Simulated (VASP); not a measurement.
The system is B.

```
B
1.0
     0.00000    2.20780    2.20780
     2.20780    0.00000    2.20780
     2.20780    2.20780    0.00000
B
3
Direct
  0.25000 0.25000 0.25000
  0.75000 0.75000 0.75000
  0.50000 0.50000 0.50000
```

The cell was built from a structure type or drawn by symmetry, and may not be a known phase.

| Item | Value |
| --- | --- |
| Program | VASP 6.6.1 |
| Task | relaxation of cell and atoms |
| Functional | PBE |
| Potentials or basis | VASP PAW PBE potentials, release 64 (B) |
| Cutoff | 500 eV |
| k mesh | 6 × 6 × 6 |
| Occupations | gaussian, width 0.1 eV |
| Spin | no spin polarisation |

At the start: pressure -20.1 GPa; volume 7.17 Å³/atom.

Q: How do energy, volume and symmetry change on relaxing?

A: Over 3 steps the energy falls by 47.4 meV/atom and the volume is 6.48 Å³/atom (-9.7 %); space group Fm-3m (No. 225, to 0.1 Å) before and after.

The path:
| step | energy change (eV) | largest force (eV/Å) | pressure (GPa) | volume (Å³) |
| --- | --- | --- | --- | --- |
| 1 | 0.0000 | 0.0000 | -20.12 | 21.52 |
| 2 | -0.1279 | 0.0000 | 8.09 | 18.84 |
| 3 | -0.1422 | 0.0000 | -0.16 | 19.43 |

Final structure:
```xyz
3
Lattice="0.0000 2.1339 2.1339 2.1339 0.0000 2.1339 2.1339 2.1339 0.0000" Properties=species:S:1:pos:R:3 pbc="T T T"
B     1.0669    1.0669    1.0669
B     3.2008    3.2008    3.2008
B     2.1339    2.1339    2.1339
```

Caveat: the k points lie up to 0.42 Å⁻¹ apart in the final cell, too coarse for converged energies and pressures of a metal.
